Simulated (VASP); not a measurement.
Runs of VASP 6.6.1 on BeTe. The structure is that of space group F-43m (No. 216), or close to it. The cells are those of the table. 

```csv
task,level,potentials or basis,spin,cell,k mesh,cutoff (eV),smearing,grid for exact exchange (PRECFOCK),screening parameter,gap on the mesh (eV),pressure (GPa),relaxed volume (Å³/atom)
relaxation of cell and atoms,LDA,"VASP PAW LDA potentials, release 64 (Be, Te)",off,"relaxed from a = 4.005 Å, angles 60.0°, 2 atoms",8 × 8 × 8,600,fermi-dirac 0.02 eV,-,-,1.78,0.0,21.51
relaxation of cell and atoms,r2SCAN,"VASP PAW PBE potentials, release 64 (Be, Te)",off,"relaxed from a = 4.005 Å, angles 60.0°, 2 atoms",8 × 8 × 8,600,fermi-dirac 0.02 eV,-,-,2.37,0.0,22.69
single point,r2SCAN,"VASP PAW PBE potentials, release 64 (Be, Te)",off,"a = 4.000 Å, angles 60.0°, 2 atoms",8 × 8 × 8,520,fermi-dirac 0.02 eV,-,-,2.37,0.2,-
single point,PBE,"VASP PAW PBE potentials, release 64 (Be, Te)",off,"a = 4.005 Å, angles 60.0°, 2 atoms",8 × 8 × 8,520,fermi-dirac 0.02 eV,-,-,2.01,0.1,-
single point,HSE06,"VASP PAW PBE potentials, release 64 (Be, Te)",off,"a = 4.000 Å, angles 60.0°, 2 atoms",6 × 6 × 6,520,gaussian 0.01 eV,Normal,0.2079 1/Å,2.67,-0.9,-
single point,LDA,"VASP PAW LDA potentials, release 64 (Be, Te)",off,"a = 3.928 Å, angles 60.0°, 2 atoms",8 × 8 × 8,520,fermi-dirac 0.02 eV,-,-,1.77,(b),-
single point,PBEsol,"VASP PAW PBE potentials, release 64 (Be, Te)",off,"a = 3.964 Å, angles 60.0°, 2 atoms",8 × 8 × 8,520,fermi-dirac 0.02 eV,-,-,1.82,0.2,-
relaxation of cell and atoms,PBEsol,"VASP PAW PBE potentials, release 64 (Be, Te)",off,"relaxed from a = 4.005 Å, angles 60.0°, 2 atoms",8 × 8 × 8,600,fermi-dirac 0.02 eV,-,-,1.83,0.0,22.10
single point,PBE0,"VASP PAW PBE potentials, release 64 (Be, Te)",off,"a = 4.000 Å, angles 60.0°, 2 atoms",6 × 6 × 6,520,gaussian 0.01 eV,Normal,-,3.34,(a),-
single point,PBE,"VASP PAW PBE potentials, release 64 (Be, Te)","non-collinear, zero start, SOC","a = 4.000 Å, angles 60.0°, 2 atoms",8 × 8 × 8,520,gaussian 0.01 eV,-,-,-,0.4,-
single point,HSE06,"VASP PAW PBE potentials, release 64 (Be, Te)",off,"a = 3.982 Å, angles 60.0°, 2 atoms",6 × 6 × 6,520,fermi-dirac 0.02 eV,Normal,0.2079 1/Å,2.64,-0.1,-
relaxation of cell and atoms,PBE,"VASP PAW PBE potentials, release 64 (Be, Te)",off,"relaxed from a = 3.917 Å, angles 60.0°, 2 atoms",8 × 8 × 8,600,fermi-dirac 0.02 eV,-,-,2.02,0.0,22.76
```

**Question.** Fill in the values left out.

**Answer.** (a) -1.0; (b) 0.3.

Caveats: spin-orbit coupling is left out, which moves the levels of the heavy elements (some runs); the PAW data sets were made with another functional, which shifts forces and pressure a little (some runs).

A k mesh can miss the band edges, and rows without SOC leave out spin-orbit coupling on Te.
